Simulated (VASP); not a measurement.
# CaO (I-4m2) in VASP: single point with HSE06

Aim: the single point of CaO with HSE06.

Program: VASP 6.6.1. These are calculated values, not measurements. Logs are shortened: lines on timing, memory, paths and dates and some standing lists are left out, and cuts for length are marked.

**1. The cell of the first run**

The structure is tetragonal, space group I-4m2 (No. 119). The conventional cell has a = 3.512 Å, b = 3.512 Å, c = 5.563 Å, α = 90.00°, β = 90.00°, γ = 90.00°. Ca (site symmetry -4m2) has 4 O at 2.24 Å within 3.0 Å. Within 3.0 Å of O (site symmetry -4m2) lie 4 Ca at 2.24 Å.

**2. Single point, HSE06 (epitaxial xy strain -4.7%)**

The input, POSCAR:

```
CaO
1.0
    0.0000000000      2.4831726570      2.7812956909
    2.4831726570      0.0000000000      2.7812956909
    2.4831726570      2.4831726570      0.0000000000
Ca O
1 1
Direct
    0.0000000000      0.0000000000      0.0000000000
    0.2500000000      0.2500000000      0.2500000000
```

The input, INCAR.step1:

```
PREC = Accurate ; ENCUT = 520
EDIFF = 1E-5 ; ISMEAR = 0
SIGMA = 0.01 ; LREAL = F
LASPH = T ; NELM = 60
ALGO = Normal ; ISIF = 2
LWAVE = T ; NBANDS = 15
GGA = PE
```

The input, INCAR.step2:

```
PREC = Accurate ; ENCUT = 520
EDIFF = 1E-6 ; ISMEAR = 0
SIGMA = 0.01 ; LREAL = F
LASPH = T ; NELM = 60
ALGO = Normal ; ISIF = 2
LWAVE = F ; LCHARG = T
GGA = PE ; LHFCALC = T
HFSCREEN = 0.2079 ; PRECFOCK = Normal
LELF = T ; LVHAR = T
NBANDS = 15 ; ISTART = 1
```

The input, KPOINTS:

```
Automatic mesh
0
Gamma
  6 6 6
```

Potentials or basis: VASP PAW PBE potentials, release 64 (Ca_sv, O).

Command:

```
$ cat potpaw_PBE.64/Ca_sv/POTCAR potpaw_PBE.64/O/POTCAR > POTCAR
$ cp INCAR.step1 INCAR
$ mpirun -np 1 vasp_std > vasp.out
$ cp INCAR.step2 INCAR
$ mpirun -np 1 vasp_std > vasp.out
```

OUTCAR:

```text
PREC = Accurate
   ENCUT = 520
   EDIFF = 1E-6
   ISMEAR = 0
   LREAL = F
   LASPH = T
   NELM = 60
   ISIF = 2
   GGA = PE
   LHFCALC = T
   HFSCREEN = 0.2079
   PRECFOCK = Normal
   ISTART = 1

 ion  position               nearest neighbor table
   1  0.000  0.000  0.000-   2 2.24   2 2.24   2 2.24   2 2.24
   2  0.250  0.250  0.250-   1 2.24   1 2.24   1 2.24   1 2.24

  LATTYP: Found a body centered tetragonal cell.
 ALAT       =     3.5117364492
 C/A-ratio  =     1.5840002410

  Lattice vectors:

 A1 = (  -2.4831726570,   0.0000000000,   2.7812956909)
 A2 = (   2.4831726570,   0.0000000000,   2.7812956909)
 A3 = (   0.0000000000,   2.4831726570,  -2.7812956909)

Analysis of symmetry for initial positions (statically):
=====================================================================
 Subroutine PRICEL returns:
 Original cell was already a primitive cell.

 Routine SETGRP: Setting up the symmetry group for a
 body centered tetragonal supercell.

 Subroutine GETGRP returns: Found  8 space group operations
 (whereof  8 operations were pure point group operations)
 out of a pool of 16 trial point group operations.

The static configuration has the point symmetry D_2d.

Analysis of symmetry for dynamics (positions and initial velocities):
=====================================================================
 Subroutine PRICEL returns:
 Original cell was already a primitive cell.

 Routine SETGRP: Setting up the symmetry group for a
 body centered tetragonal supercell.

 Subroutine GETGRP returns: Found  8 space group operations
 (whereof  8 operations were pure point group operations)
 out of a pool of 16 trial point group operations.

The dynamic configuration has the point symmetry D_2d.

 Subroutine INISYM returns: Found  8 space group operations
 (whereof  8 operations are pure point group operations),
 and found     1 'primitive' translations

----------------------------------------------------------------------------------------

                                     Primitive cell

  volume of cell :      34.2998

  direct lattice vectors                    reciprocal lattice vectors
     0.000000000  2.483172657  2.781295691    -0.201355310  0.201355310  0.179772328
     2.483172657  0.000000000  2.781295691     0.201355310 -0.201355310  0.179772328
     2.483172657  2.483172657  0.000000000     0.201355310  0.201355310 -0.179772328

[... 94 lines left out ...]
   NELECT =      16.0000    total number of electrons
   NUPDOWN=      -1.0000    fix difference up-down
   EMIN   =  10.00;   EMAX   =-10.00  energy-range for DOS
   EFERMI =   0.00;   METHOD = LEGACY
   ISMEAR =     0;   SIGMA  =   0.01  broadening in eV -4-tet -1-fermi 0-gaus
   EFERMI_NEDOS =   21; number of points for ismear=-14 and -15
   IALGO  =     38    algorithm
   IMIX   =      1    mixing-type and parameters
     AMIX     =   0.40;   BMIX     =  1.00
     AMIX_MAG =   1.60;   BMIX_MAG =  1.00
  volume/ion in A,a.u.               =      17.15       115.73
  Fermi-wavevector in a.u.,A,eV,Ry     =   1.269651  2.399293 21.932791  1.612015
  Thomas-Fermi vector in A             =   2.402681
   LORBIT       =      0    0 simple, 1 ext, 2 COOP (PROOUT), +10 PAW based schemes
   GGA     = PE    functional components
   LHFCALC =     T    Hartree Fock is set to
   PRECFOCK=normal    Normal, Fast or Accurate (Low or Medium for compatibility)
   ENCUT4O =  -1.0   cutoff for four orbital integrals eV
   NKREDX  =     1    reduce k-point grid by
   NKREDY  =     1    reduce k-point grid by
   NKREDZ  =     1    reduce k-point grid by
   AEXX    =    0.2500 exact exchange contribution
   HFSCREEN=    0.2079 screening length (either q_TF or 0.3 A-1)
   HFSCREENC=   0.2079 screening length for correlation (either q_TF or 0.3 A-1)
   ENCUTFOCK=  -1.0 apply spherical cutoff to Coloumb kernel
   IVDW    =     0    specifies the selected vdW correction
   LEPSILON=     F    determine dielectric tensor
   LRPA    =     F    only Hartree local field effects (RPA)
 non-spin polarized calculation
 Gauss-broadening in eV      SIGMA  =   0.01
  energy-cutoff  :      520.00
  volume of cell :       34.30
 maximum number of plane-waves:       942
  NGX = 24; NGY = 24; NGZ = 20

 number of electron      15.9999998 magnetization

 Free energy of the ion-electron system (eV)
  ---------------------------------------------------
  ext. energy  EPLUGINS =         0.00000000
  ---------------------------------------------------
  free energy    TOTEN  =       -14.41396707 eV

  energy without entropy =      -14.41396707  energy(sigma->0) =      -14.41396707

 E-fermi :  -0.2408     XC(G=0):  -7.5895

 val. band max:       -0.2813843946   @ k =   0.5000   0.5000   0.0000
 cond. band min:       4.3957067535   @ k =   0.0000   0.0000   0.0000
 fundamental gap:      4.6770911482
 Fermi energy:        -0.2408321670

 k-point     1 :       0.0000    0.0000    0.0000
  band No.  band energies     occupation
      1     -40.0139      2.00000
      2     -19.4768      2.00000
      3     -19.4768      2.00000
      4     -19.4561      2.00000
      5     -16.7080      2.00000
      6      -1.1517      2.00000
      7      -1.0164      2.00000
      8      -1.0164      2.00000
      9       4.3957      0.00000
     10       9.2337      0.00000
     11      10.2728      0.00000
     12      10.7310      0.00000
     13      11.9100      0.00000
     14      11.9100      0.00000
[... 401 lines left out ...]
      2     -20.4040      2.00000
      3     -19.7163      2.00000
      4     -19.5952      2.00000
      5     -15.6769      2.00000
      6      -1.7666      2.00000
      7      -0.7253      2.00000
      8      -0.5357      2.00000
      9       6.5063      0.00000
     10       8.0836      0.00000
     11      10.4083      0.00000
     12      11.4646      0.00000
     13      11.7318      0.00000
     14      13.1038      0.00000
     15      15.4447      0.00000

 [... further k-points ...]
[... 5 lines left out ...]
  --------------------------------------------------------------------------------------
  -------------------------------------------------------------------------------------
  Total        0.8469216      0.8469216      0.1317723      0.0000000      0.0000000      0.0000000
  in kB       39.5605926     39.5605926      6.1552197      0.0000000      0.0000000      0.0000000
  external PRESSURE =      28.4254683 kB  Pullay stress =       0.0000000 kB

 VOLUME and BASIS-vectors are now :
 -----------------------------------------------------------------------------
  energy-cutoff  :      520.00
  volume of cell :       34.30
      direct lattice vectors                 reciprocal lattice vectors
     0.000000000  2.483172657  2.781295691    -0.201355310  0.201355310  0.179772328
     2.483172657  0.000000000  2.781295691     0.201355310 -0.201355310  0.179772328
     2.483172657  2.483172657  0.000000000     0.201355310  0.201355310 -0.179772328

 POSITION                                       TOTAL-FORCE (eV/Angst)
 -----------------------------------------------------------------------------------
      0.00000      0.00000      0.00000        -0.000000      0.000000      0.000000
      1.24159      1.24159      1.39065         0.000000     -0.000000     -0.000000
 -----------------------------------------------------------------------------------
    total drift:                                0.000000      0.000000      0.000000

  FREE ENERGIE OF THE ION-ELECTRON SYSTEM (eV)
  ---------------------------------------------------
  free  energy   TOTEN  =       -14.4139670730 eV

  energy  without entropy=      -14.4139670730  energy(sigma->0) =      -14.41396707
```

Run time: 86 min. Hardware: 1 thread of Intel Xeon Platinum 8375C at 2.90GHz (Ice Lake), shared host; peak memory 0.28 GiB.

What came out:

```yaml
Free_energy: -14.4140 eV
Pressure: 2.8 GPa
Band_gap_on_the_k_mesh: 4.68 eV (least direct gap 5.41 eV)
```

Levels at points of the mesh, in eV from the valence-band top:
| k point | band 4 | band 5 | band 6 | band 7 | band 8 | band 9 | band 10 | band 11 | band 12 | band 13 |
| --- | --- | --- | --- | --- | --- | --- | --- | --- | --- | --- |
| (0.00, 0.00, 0.00) | -19.17 | -16.43 | -0.87 | -0.73 | -0.73 | 4.68 | 9.52 | 10.55 | 11.01 | 12.19 |
| (0.50, 0.00, 0.00) | -19.23 | -15.55 | -1.24 | -0.67 | -0.36 | 7.84 | 9.58 | 9.96 | 9.99 | 11.60 |
| (0.50, 0.50, 0.00) | -19.32 | -15.16 | -1.75 | 0.00 | 0.00 | 6.20 | 8.13 | 11.37 | 11.53 | 11.53 |
| (0.50, 0.00, 0.50) | -19.31 | -15.37 | -1.68 | -0.27 | -0.18 | 6.61 | 8.28 | 11.42 | 11.44 | 11.79 |

Caveat: the cell differs from its parent crystal (epitaxial xy strain -4.7%); the structure was generated, so it needn't be the stable form of CaO; the PAW data sets were made with another functional, which shifts forces and pressure a little.
